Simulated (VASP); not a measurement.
The system is Pd.

```xyz
1
Lattice="0.0000 1.9449 1.9449 1.9449 0.0000 1.9449 1.9449 1.9449 0.0000" Properties=species:S:1:pos:R:3 pbc="T T T"
Pd    0.0000    0.0000    0.0000
```

Program: VASP 6.6.1. Alike in all runs: cell as given; k mesh 18 × 18 × 18; cutoff (eV) 520; smearing fermi-dirac 0.05 eV.

Task: Order these runs on this cell by their pressure, lowest first.
A. level LDA; potentials or basis VASP PAW LDA potentials, release 64 (Pd); spin off
B. level r2SCAN; potentials or basis VASP PAW PBE potentials, release 64 (Pd); spin off
C. level PBE; potentials or basis VASP PAW PBE potentials, release 64 (Pd); spin non-collinear, zero start, SOC

Result: A (-7.8 GPa), B (3.4 GPa), C (7.5 GPa).

Caveats: the PAW data sets were made with another functional, which shifts forces and pressure a little (some runs).
